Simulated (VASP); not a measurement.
Write the native input for VASP 6.6.1 that does the following.

| Item | Value |
| --- | --- |
| Task | single point |
| Functional | PBE |
| Dispersion | D3(BJ) |
| Potentials or basis | VASP PAW PBE potentials, release 64 (C, F) |
| Cutoff | 520 eV |
| k mesh | 1 × 1 × 1 |
| Occupations | fermi-dirac, width 0.05 eV |
| Spin | no spin polarisation |
| Dipole correction | no |
| Further INCAR settings | LREAL = Auto; ALGO = Normal; EDIFF = 1e-06; NBANDS = 154 |

The structure of CF4 lies in POSCAR:

```
CF4
1.0
    8.9958830000      0.0000000000      0.0000000000
    0.0000000000      8.9958830000      0.0000000000
    0.0000000000      0.0000000000      8.9958830000
C F
8 32
Direct
    0.2424775918      0.5848933443      0.2253708667
    0.0349007374      0.4459126204      0.6985854064
    0.6246047058      0.8929525059      0.6459775459
    0.8281276133      0.7776533632      0.0624793228
    0.3541045482      0.0991525135      0.1047379521
    0.8010597480      0.3232813883      0.1939788733
    0.1420879448      0.9825732172      0.6142782142
    0.5224156530      0.4222723539      0.6760181955
    0.1846740462      0.4843327858      0.1327240520
    0.3569768728      0.5247787110      0.2983204605
    0.2899114743      0.7025547151      0.1478739282
    0.1387260859      0.6280634220      0.3223965582
    0.1353741641      0.4303623786      0.8066350873
   -0.0844443091      0.3643268066      0.7306101664
   -0.0040237037      0.5884395255      0.6871155700
    0.0927780701      0.4004083923      0.5697561149
    0.7616666519      0.8399944575      0.6672872278
    0.5339502570      0.8400072332      0.7510288145
    0.6271555442      1.0410253380      0.6531463873
    0.5755416296      0.8503679242      0.5122749911
    0.8011717181      0.9159940043      0.0157854623
    0.8033736944      0.7690225336      0.2086905568
    0.7388935693      0.6829047452     -0.0085257020
    0.9698379420      0.7427670166      0.0340072908
    0.4162626632      0.2339232221      0.1050053441
    0.2688723056      0.0841464880     -0.0158130037
    0.4605271808     -0.0044781477      0.1035287676
    0.2705255732      0.0830397552      0.2266020724
    0.8953741372      0.3303947273      0.3084669970
    0.7478865973      0.1851042061      0.1824461699
    0.6888612016      0.4179372462      0.2162743906
    0.8722448679      0.3592692563      0.0687229564
    0.0229302157      1.0659701392      0.5849839224
    0.1723697174      0.8962941326      0.4974852883
    0.2582195626      1.0705020872      0.6415638165
    0.1150843732      0.8983476275      0.7329431353
    0.6105960121      0.4950049865      0.7706635103
    0.4529721417      0.3123984704      0.7475072912
    0.4222230544      0.5160947139      0.6201005918
    0.6040446466      0.3659856929      0.5657436069
```

The input as run:

INCAR

```
ALGO = Normal ; EDIFF = 1E-6
ENCUT = 520 ; GGA = PE
ISIF = 2 ; ISMEAR = -1
IVDW = 12 ; LASPH = True
LCHARG = True ; LELF = True
LREAL = Auto ; LVHAR = True
LWAVE = False ; NBANDS = 154
NELM = 100 ; PREC = Accurate
SIGMA = 0.05
```

KPOINTS

```
k-points
0
Gamma
  1 1 1
```

Potentials or basis: VASP PAW PBE potentials, release 64 (C, F).

Command:

```bash
$ cat potpaw_PBE.64/C/POTCAR potpaw_PBE.64/F/POTCAR > POTCAR
$ mpirun -np 1 vasp_gam > vasp.out
```

It gave:

* Pressure: 1.3 GPa
* Largest force: 0.640 eV/Å
* Band gap on the k mesh: 8.79 eV
* Dispersion energy per atom: -0.028 eV

Caveat: the k points lie up to 0.70 Å⁻¹ apart.

Wall time 98 s on 1 thread of Intel(R) Xeon(R) 6975P-C (Granite Rapids), with other jobs on the host, peak memory 0.63 GiB.
